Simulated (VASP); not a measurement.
Crystal: PbS.

```
Pb S
1.0
     3.65366    0.00000    0.00000
     0.00000    3.65366    0.00000
     0.00000    0.00000    3.65366
Pb S
1 1
Cartesian
  0.0000 0.0000 0.0000
  1.8268 1.8268 1.8268
```

Base run:

```yaml
Program: VASP 6.6.1
Functional: r2SCAN
Dispersion: D3(BJ)
Potentials_or_basis: VASP PAW PBE potentials, release 64 (Pb_d, S)
Cutoff: 520 eV
k_mesh: 7 × 7 × 7
Occupations: fermi-dirac, width 0.05 eV
Spin: no spin polarisation
```

Its results: band gap on the k mesh 0.33 eV, indirect (least direct gap 1.66 eV); pressure -1.9 GPa.

Question: After a change of settings the same cell gave: band gap on the k mesh 0.33 eV, indirect (least direct gap 1.66 eV); pressure -0.7 GPa. Which change was it?
A. functional from r2SCAN to revPBE; dispersion from D3(BJ) to none
B. functional from r2SCAN to RPBE; dispersion from D3(BJ) to none
C. dispersion from D3(BJ) to none

Answer: C.

Dispersion adds attraction, which lowers the pressure at fixed volume and, as a term added to the energy, leaves the levels alone.

Caveats: the PAW data sets were made with another functional, which shifts forces and pressure a little; spin-orbit coupling is left out, which moves the levels of the heavy elements; three body term missing (some runs).
